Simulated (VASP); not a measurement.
Wanted: the native input for a VASP 6.6.1 run.

| Property | Result |
| --- | --- |
| Task | single point |
| Functional | PBEsol |
| Potentials or basis | VASP PAW PBE potentials, release 64 (Ga_d) |
| Cutoff | 520 eV |
| k mesh | 14 × 14 × 11 |
| Occupations | fermi-dirac, width 0.03 eV |
| Spin | no spin polarisation |
| Dipole correction | no |
| Further INCAR settings | ALGO = Normal; EDIFF = 1e-06; NBANDS = 20 |

The structure of Ga lies in POSCAR:

```
Ga
1.0
    1.3830000000     -4.0265000000      0.0000000000
    1.3830000000      4.0265000000      0.0000000000
   -0.1174500000      0.0000000000      3.4298279000
Ga
2
Direct
    0.8690000000      0.1310000000      0.2500000000
    0.1310000000      0.8690000000      0.7500000000
```

This cell differs from its parent crystal: zz strain of +3 %.

These files were run (other wordings do the same):

INCAR

```
SYSTEM = Ga
PREC = Accurate
ENCUT = 520
EDIFF = 1E-6
ISMEAR = -1
SIGMA = 0.03
LREAL = .FALSE.
LASPH = .TRUE.
NELM = 80
ALGO = Normal
ISIF = 2
LWAVE = .FALSE.
LCHARG = .FALSE.
GGA = PS
NBANDS = 20
```

KPOINTS

```
Automatic mesh
0
G
  14 14 11
  0 0 0
```

Potentials or basis: VASP PAW PBE potentials, release 64 (Ga_d).

Command:

```console
$ cat potpaw_PBE.64/Ga_d/POTCAR > POTCAR
$ mpirun -np 1 vasp_std > vasp.out
```

It gave:

| Item | Value |
| --- | --- |
| Pressure | -3.2 GPa |
| Largest force | 0.139 eV/Å |
| Band gap on the k mesh | zero (bands 13 and 14 overlap by 7.81 eV) |

Caveat: the cell differs from its parent crystal (zz strain of +3 %); the cell stands under tension; the PAW data sets were made with another functional, which shifts forces and pressure a little.

It took 6.8 min on 1 thread of AMD EPYC 7R43 64-Core Processor (Zen 3), on a shared host, peak memory 0.41 GiB.
